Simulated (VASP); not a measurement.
# AlP: dielectric tensor with PBE

The system is AlP.

```
CELL_PARAMETERS angstrom
0.00000 2.72550 2.72550
2.72550 0.00000 2.72550
2.72550 2.72550 0.00000
ATOMIC_POSITIONS crystal
Al 0.00000 0.00000 0.00000
P 0.25000 0.25000 0.25000
```

```
Program                : VASP 6.6.1
Task                   : dielectric tensor
Functional             : PBE
Potentials or basis    : VASP PAW PBE potentials, release 64 (Al, P)
Cutoff                 : 400 eV
k mesh                 : 6 × 6 × 6
Occupations            : gaussian, width 0.01 eV
Spin                   : no spin polarisation
Dipole correction      : no
Further INCAR settings : ALGO = Normal; EDIFF = 1e-08
```

```
Band gap on the k mesh                  : 1.57 eV, indirect (least direct gap 3.35 eV)
Electronic dielectric tensor (diagonal) : 8.94
Born charges (mean of the diagonal)     : Al +2.31; P -2.31 e
```

Levels at points of the mesh, in eV from the valence-band top:
| k point | band 1 | band 2 | band 3 | band 4 | band 5 | band 6 | band 7 | band 8 |
| --- | --- | --- | --- | --- | --- | --- | --- | --- |
| (0.00, 0.00, 0.00) | -11.53 | 0.00 | 0.00 | 0.00 | 3.35 | 4.57 | 4.57 | 4.57 |
| (0.50, 0.00, 0.00) | -9.84 | -5.55 | -0.77 | -0.77 | 2.83 | 4.82 | 4.82 | 8.29 |
| (0.50, 0.50, 0.00) | -9.17 | -5.33 | -2.11 | -2.11 | 1.57 | 2.46 | 11.11 | 11.11 |

Electronic dielectric tensor:
```
8.94 0.00 0.00
0.00 8.94 0.00
0.00 0.00 8.94
```

Born effective charge tensors (e):
atom 1, Al
```
2.31 0.00 0.00
0.00 2.31 0.00
0.00 0.00 2.31
```
atom 2, P
```
-2.31  0.00  0.00
 0.00 -2.31  0.00
 0.00  0.00 -2.31
```

Wall time 41 s on 1 thread of Intel(R) Xeon(R) 6975P-C (Granite Rapids) (shared host), peak memory 0.16 GiB.

A k mesh can miss the band edges.
